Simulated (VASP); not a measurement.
Write the native input for VASP 6.6.1 that does the following.

```yaml
Task: single point
Functional: SVWN5
Potentials_or_basis: VASP PAW PBE potentials, release 64 (Ca_sv, F)
Cutoff: 600 eV
k_mesh: 8 × 8 × 8
Occupations: fermi-dirac, width 0.05 eV
Spin: no spin polarisation
Dipole_correction: no
Further_INCAR_settings: ALGO = Normal; EDIFF = 1e-06; NBANDS = 19
```

The structure of CaF2 lies in POSCAR:

```
CaF2
1.0
    0.0000000000      2.7126705887      2.7126705887
    2.7126705887      0.0000000000      2.7126705887
    2.7126705887      2.7126705887      0.0000000000
Ca F
1 2
Direct
    0.0000000000      0.0000000000      0.0000000000
    0.7500000000      0.7500000000      0.7500000000
    0.2500000000      0.2500000000      0.2500000000
```

One way to write it, as run:

INCAR

```
PREC = Accurate
ENCUT = 600
EDIFF = 1E-6
ISMEAR = -1
SIGMA = 0.05
LREAL = F
LASPH = T
NELM = 120
ALGO = Normal
ISIF = 2
LWAVE = F
LCHARG = F
GGA = VW
NBANDS = 19
GGA_COMPAT = F
```

KPOINTS

```
regular mesh
0
Gamma
  8 8 8
```

Potentials or basis: VASP PAW PBE potentials, release 64 (Ca_sv, F).

The run is started by

```sh
$ cat potpaw_PBE.64/Ca_sv/POTCAR potpaw_PBE.64/F/POTCAR > POTCAR
$ mpirun -np 1 vasp_std > vasp.out
```

It gave:

```
Pressure               : -4.8 GPa
Band gap on the k mesh : 7.03 eV (least direct gap 7.30 eV)
```

Caveat: the cell stands under tension; the PAW data sets were made with another functional, which shifts forces and pressure a little.

Wall time 32 s on 1 thread of Intel Xeon 8259CL, on a shared host, peak memory 0.17 GiB.
